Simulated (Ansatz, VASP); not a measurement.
One calculation of Si2W, two programs

```
Si W
1.0
    -1.63868    1.63868    3.81910
     1.63868   -1.63868    3.81910
     1.63868    1.63868   -3.81910
Si W
2 1
Direct
  0.36635 0.36635 0.00000
  0.63365 0.63365 0.00000
  0.00000 0.00000 0.00000
```

Alike in both runs: task single point; functional PBE; k mesh 18 × 18 × 18; occupations gaussian, width 0.15 eV; no spin polarisation.

```csv
,VASP,Ansatz
version,VASP 6.6.1,Ansatz 0.2.0
potentials or method,"VASP PAW PBE potentials, release 64 (Si, W_sv), cutoff 520 eV","scalar-relativistic, plane waves, PAW"
valence electrons in the cell,22,22
```

|  | VASP | Ansatz | Ansatz less VASP |
| --- | --- | --- | --- |
| gap on the k mesh at the Fermi level (eV) | none | none | - |
| pressure (GPa) | 20.5 | 20.6 | +0.10 |
| traceless stress, the component that is largest in VASP (GPa) | 30.05 | 30.39 | +0.338 |
| rms of the force components (eV/Å) | 4.176 | 4.202 | +0.0265 |

Atom by atom the forces differ by 0.027 eV/Å (rms over components). A gap of «none» marks a metal or a gap that the smearing closes.

Neither program's run includes spin-orbit coupling.
